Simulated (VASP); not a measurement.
Here is a VASP 6.6.1 calculation.

Contents of INCAR:

```
SYSTEM = Os
  PREC = Accurate
  ENCUT = 520
  EDIFF = 1E-6
  ISMEAR = -1
  SIGMA = 0.1
  LREAL = .FALSE.
  LASPH = .TRUE.
  NELM = 80
  ALGO = Normal
  ISIF = 2
  LWAVE = .FALSE.
  LCHARG = .TRUE.
  GGA = PE
  LELF = .TRUE.
  LVHAR = .TRUE.
  NBANDS = 19
```

KPOINTS

```
regular mesh
0
G
  9 9 13
  0 0 0
```

File POSCAR:

```
Os
1.0
    4.3227249641      0.0000000000      0.0000000000
   -2.1613624821      3.7435896325      0.0000000000
    0.0000000000      0.0000000000      2.7220010480
Os
3
Direct
    0.0000000000      0.0000000000      0.0000000000
    0.3333333333      0.6666666667      0.5000000000
    0.6666666667      0.3333333333      0.5000000000
```

Potentials or basis: VASP PAW PBE potentials, release 64 (Os).

Run with:

```console
$ cat potpaw_PBE.64/Os/POTCAR > POTCAR
$ mpirun -np 1 vasp_std > vasp.out
```

Task: What does it give for the pressure?

Result: -0.2 GPa.

Task: Estimate the band gap on the k mesh.

Result: Zero (bands 12 and 13 overlap by 2.60 eV).

Stress tensor (GPa, compression positive):
```
-0.33  0.00  0.00
 0.00 -0.33  0.00
 0.00  0.00 -0.06
```

Caveat: spin-orbit coupling is left out, which moves the levels of the heavy elements.
